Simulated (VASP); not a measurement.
Runs of VASP 6.6.1 on MgO. The structure is that of space group P-6m2 (No. 187), or close to it. The cells are those of the table. 

| cell | gap on the mesh (eV) | pressure (GPa) |
| --- | --- | --- |
| a = 2.888, b = 2.888, c = 2.634 Å, angles 90.0, 90.0, 120.0°, 2 atoms | (a) | (b) |
| a = 2.948, b = 2.948, c = 2.689 Å, angles 90.0, 90.0, 120.0°, 2 atoms | 2.87 | -12.3 |
| a = 3.005, b = 3.005, c = 2.741 Å, angles 90.0, 90.0, 120.0°, 2 atoms | 2.46 | (c) |
| a = 2.918, b = 2.918, c = 2.662 Å, angles 90.0, 90.0, 120.0°, 2 atoms | 3.10 | -8.7 |

Alike in all rows: task single point; level LDA; potentials or basis VASP PAW LDA potentials, release 64 (Mg, O); no spin polarisation; k mesh 12 × 12 × 8; cutoff (eV) 600; smearing gaussian 0.01 eV.

Question: Estimate the missing entries.

Answer: (a) 3.34; (b) -4.4; (c) -18.0.

A k mesh can miss the band edges.
